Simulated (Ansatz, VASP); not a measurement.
Given: the input of a run of VASP 6.6.1 on RbBr.

Contents of INCAR:

```
ALGO = Normal
EDIFF = 1E-6
ENCUT = 520
GGA = CA
ISIF = 2
ISMEAR = 0
LASPH = True
LCHARG = False
LREAL = False
LWAVE = False
NBANDS = 15
NELM = 100
PREC = Accurate
SIGMA = 0.02
```

KPOINTS

```
k-points
0
Gamma
  7 7 7
```

File POSCAR:

```
RbBr
1.0
    0.0000000000      3.4270000000      3.4270000000
    3.4270000000      0.0000000000      3.4270000000
    3.4270000000      3.4270000000      0.0000000000
Rb Br
1 1
Direct
    0.0000000000      0.0000000000      0.0000000000
    0.5000000000      0.5000000000      0.5000000000
```

Potentials or basis: VASP PAW LDA potentials, release 64 (Rb_sv, Br).

Run with:

```console
$ cat potpaw_LDA.64/Rb_sv/POTCAR potpaw_LDA.64/Br/POTCAR > POTCAR
$ mpirun -np 1 vasp_std > vasp.out
```

Problem. Translate it to Ansatz 0.2.0. Potentials there: all-electron LAPW, scalar-relativistic.

Solution. As run (the cutoff follows the program's own potentials):

The input input.yaml:

```yaml
crystal:
  lattice:
    - [0.0, 3.427, 3.427]
    - [3.427, 0.0, 3.427]
    - [3.427, 3.427, 0.0]
  atoms:
    - { symbol: Rb, position: [0.0, 0.0, 0.0] }
    - { symbol: Br, position: [0.5, 0.5, 0.5] }
kpoints:
  mp_grid: { grid: [7, 7, 7] }
scf:
  occupations: { method: gaussian, width: 0.02 }
hamiltonian:
  xc: lda
  pseudopotentials: { kind: all_electron, lapw: { basis_error: 0.001 } }
output:
  forces: true
  stress: true
  eigenvalues: true
```

Potentials or basis: all-electron LAPW, scalar-relativistic.

Command:

```bash
$ ansatz run input.yaml --threads 1 --pin off --max-ram 3072MiB --backend cpu --events-out ev --progress --plain --runs-dir out
```

Both were run:

|  | VASP | Ansatz | Ansatz less VASP |
| --- | --- | --- | --- |
| gap on the k mesh at the Fermi level (eV) | 3.96 | 3.95 | -0.009 |
| least direct gap on the mesh (eV) | 3.96 | 3.95 | -0.009 |
| pressure (GPa) | -1.2 | -1.2 | -0.04 |

LDA's correlation is that of Perdew and Zunger in VASP and of Perdew and Wang (1992) in Ansatz. Ansatz ran all-electron here, and VASP with PAW potentials.
